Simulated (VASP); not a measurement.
Runs of VASP 6.6.1 on Ti. The structure is that of space group P6_3/mmc (No. 194), or close to it. The cells are those of the table. 

```csv
task,cell,cutoff (eV),gap on the mesh (eV),pressure (GPa)
single point,"a = 2.900, b = 2.900, c = 4.591 Å, angles 90.0, 90.0, 120.0°, 2 atoms",520,none,(a)
relaxation of shape and atoms at fixed volume,"relaxed from a = 2.929, b = 2.929, c = 4.636 Å, angles 90.0, 90.0, 120.0°, 2 atoms",600,none,-3.6
single point,"a = 2.776, b = 2.776, c = 4.410 Å, angles 90.0, 90.0, 120.0°, 2 atoms",520,none,18.4
relaxation of shape and atoms at fixed volume,"relaxed from a = 2.871, b = 2.871, c = 4.545 Å, angles 90.0, 90.0, 120.0°, 2 atoms",600,none,3.5
relaxation of shape and atoms at fixed volume,"relaxed from a = 2.777, b = 2.777, c = 4.407 Å, angles 90.0, 90.0, 120.0°, 2 atoms",600,none,18.4
single point,"a = 2.929, b = 2.929, c = 4.636 Å, angles 90.0, 90.0, 120.0°, 2 atoms",520,none,-3.8
relaxation of shape and atoms at fixed volume,"relaxed from a = 2.809, b = 2.809, c = 4.453 Å, angles 90.0, 90.0, 120.0°, 2 atoms",600,none,12.8
single point,"a = 2.840, b = 2.840, c = 4.502 Å, angles 90.0, 90.0, 120.0°, 2 atoms",520,none,7.9
```

Alike in all rows: level PBEsol; potentials or basis VASP PAW PBE potentials, release 64 (Ti_sv); no spin polarisation; k mesh 18 × 18 × 10; smearing gaussian 0.1 eV.

Question: Fill in the values left out.

Answer: (a) -0.4.

Caveats: the PAW data sets were made with another functional, which shifts forces and pressure a little; the relaxation stopped at its first step, so nothing moved (some runs).

A gap of «none» marks levels without a gap at the run's occupations.
